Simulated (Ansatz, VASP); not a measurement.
# MgO: VASP beside Ansatz

INCAR

```
PREC = Accurate
ENCUT = 520
EDIFF = 1E-7
ISMEAR = 0
SIGMA = 0.05
LREAL = False
LASPH = True
NELM = 60
ALGO = Normal
ISIF = 2
LWAVE = False
LCHARG = True
GGA = PE
LELF = True
LVHAR = True
NBANDS = 16
```

Contents of KPOINTS:

```
Automatic mesh
0
Gamma
  9 9 6
```

POSCAR

```
MgO
1.0
    3.2447370978      0.0000000000      0.0000000000
   -1.6223685489      2.8100247553      0.0000000000
    0.0000000000      0.0000000000      5.3466777897
Mg O
2 2
Direct
    0.3333333333      0.6666666667      0.0063188013
    0.6666666667      0.3333333333      0.5063188013
    0.3333333333      0.6666666667      0.3982811987
    0.6666666667      0.3333333333      0.8982811987
```

Input for Ansatz:

```yaml
crystal:
  lattice:
    - [3.2447370978, 0.0, 0.0]
    - [-1.6223685489, 2.8100247553, 0.0]
    - [0.0, 0.0, 5.3466777897]
  atoms:
    - { symbol: Mg, position: [0.3333333333, 0.6666666667, 0.0063188013] }
    - { symbol: Mg, position: [0.6666666667, 0.3333333333, 0.5063188013] }
    - { symbol: O, position: [0.3333333333, 0.6666666667, 0.3982811987] }
    - { symbol: O, position: [0.6666666667, 0.3333333333, 0.8982811987] }
basis:
  ecutwfc: 520.0
kpoints:
  mp_grid: { grid: [9, 9, 6] }
hamiltonian:
  xc: pbe
  pseudopotentials: { kind: paw, azcp: { folder: soft_1 } }
scf:
  occupations: { method: gaussian, width: 0.05 }
output:
  forces: true
  stress: true
  eigenvalues: true
```

Alike in both runs: task single point; functional PBE; k mesh 9 × 9 × 6; occupations gaussian, width 0.05 eV; no spin polarisation.

|  | VASP | Ansatz |
| --- | --- | --- |
| version | VASP 6.6.1 | Ansatz 0.2.0 |
| potentials or method | VASP PAW PBE potentials, release 64 (Mg, O), cutoff 520 eV | scalar-relativistic, plane waves, PAW |
| valence electrons in the cell | 16 | 32 |

Ansatz gave:

```
gap on the k mesh at the Fermi level (eV)                     : 3.51
least direct gap on the mesh (eV)                             : 3.51
pressure (GPa)                                                : 1.2
traceless stress, the component that is largest in VASP (GPa) : -7.75
rms of the force components (eV/Å)                            : 0.270
```

Problem. What did VASP give for the same quantities?

Solution. gap on the k mesh at the Fermi level (eV): 3.49; least direct gap on the mesh (eV): 3.49; pressure (GPa): 0.8; traceless stress, the component that is largest in VASP (GPa): -7.82; rms of the force components (eV/Å): 0.274.

Atom by atom the forces differ by 0.004 eV/Å (rms over components). VASP's potentials hold 16 valence electrons a cell and Ansatz's 32, so a difference there can come from the potentials and not from the codes.
